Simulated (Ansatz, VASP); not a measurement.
**In3Se: VASP beside Ansatz**

INCAR

```
ALGO = Normal ; EDIFF = 1E-7
EDIFFG = -0.01 ; ENCUT = 500
GGA = PE ; GGA_COMPAT = False
IBRION = 2 ; ISIF = 3
ISMEAR = 0 ; LASPH = True
LCHARG = False ; LREAL = False
LWAVE = False ; NELM = 120
NELMIN = 4 ; NSW = 100
PREC = Accurate ; SIGMA = 0.1
```

File KPOINTS:

```
k-points
0
Gamma
  12 12 8
```

File POSCAR:

```
In3Se
1.0
    5.6318379032      0.0000000000      0.0000000000
   -2.8159189516      4.8773146942      0.0000000000
    0.0000000000      0.0000000000      5.5420649158
In Se
3 1
Direct
    0.0000000000      0.0000000000      0.5000000000
    0.3333333333      0.6666666667      0.0000000000
    0.6666666667      0.3333333333      0.0000000000
    0.0000000000      0.0000000000      0.0000000000
```

Input for Ansatz:

```yaml
crystal:
  lattice:
    - [5.6318379032, 0.0, 0.0]
    - [-2.8159189516, 4.8773146942, 0.0]
    - [0.0, 0.0, 5.5420649158]
  atoms:
    - { symbol: In, position: [0.0, 0.0, 0.5] }
    - { symbol: In, position: [0.3333333333, 0.6666666667, 0.0] }
    - { symbol: In, position: [0.6666666667, 0.3333333333, 0.0] }
    - { symbol: Se, position: [0.0, 0.0, 0.0] }
basis:
  ecutwfc: 420
kpoints:
  mp_grid: { grid: [12, 12, 8] }
hamiltonian:
  xc: pbe
scf:
  occupations: { method: gaussian, width: 0.1 }
output:
  forces: true
  stress: true
  eigenvalues: true
relax:
  adjacent_minimum: "off"
  f_tol: 0.01
  max_steps: 80
  cell: { stress_tol: 0.05 }
```

Alike in both runs: task relaxation of cell and atoms; functional PBE; k mesh 12 × 12 × 8; occupations gaussian, width 0.1 eV; no spin polarisation.

|  | VASP | Ansatz |
| --- | --- | --- |
| version | VASP 6.6.1 | Ansatz 0.2.0 |
| potentials or method | VASP PAW PBE potentials, release 64 (In_d, Se), cutoff 500 eV | scalar-relativistic, plane waves, PAW |
| valence electrons in the cell | 45 | 55 |

|  | VASP | Ansatz | Ansatz less VASP |
| --- | --- | --- | --- |
| gap on the k mesh at the Fermi level, each at its own relaxed structure (eV) | none | none | - |
| relaxed volume (Å³/atom) | 39.98 | 39.98 | +0.004 |
| relaxed length of the cell vector where the two differ most in proportion (Å) | 5.798 | 5.802 | +0.0039 |

A gap of «none» marks a metal or a gap that the smearing closes. VASP's potentials hold 45 valence electrons a cell and Ansatz's 55, so a difference there can come from the potentials and not from the codes.
